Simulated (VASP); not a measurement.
Input of a VASP 6.6.1 run:

INCAR

```
SYSTEM = B2TeC
  ALGO = Normal
  EDIFF = 1E-7
  ENCUT = 520
  GGA = PE
  ISIF = 2
  ISMEAR = 0
  LASPH = .True.
  LCHARG = .False.
  LREAL = .False.
  LWAVE = .False.
  NBANDS = 16
  NELM = 100
  PREC = Accurate
  SIGMA = 0.1
```

Contents of KPOINTS:

```
k-points
0
Gamma
  10 10 12
  0 0 0
```

Contents of POSCAR:

```
B2TeC
1.0
    4.5757926361      0.0000000000      0.0000000000
    0.0000000000      4.5757926361      0.0000000000
    0.0000000000      0.0000000000      4.2300532551
B Te C
2 1 1
Direct
    0.0000000000      0.5000000000      0.5000000000
    0.5000000000      0.0000000000      0.5000000000
    0.0000000000      0.0000000000      0.5000000000
    0.0000000000      0.0000000000      0.0000000000
```

Potentials or basis: VASP PAW PBE potentials, release 64 (B, Te, C).

Run with:

```bash
$ cat potpaw_PBE.64/B/POTCAR potpaw_PBE.64/Te/POTCAR potpaw_PBE.64/C/POTCAR > POTCAR
$ mpirun -np 1 vasp_std > vasp.out
```

Task: What does it give for the pressure?

Result: 0.2 GPa.

Task: Predict the band gap on the k mesh.

Result: Zero (band 8 reaches 3.04 eV, above the bottom of band 9 at 1.49 eV).

Stress tensor (GPa, compression positive):
```
0.15 0.00 0.00
0.00 0.15 0.00
0.00 0.00 0.29
```

Caveat: spin-orbit coupling is left out, which moves the levels of the heavy elements.
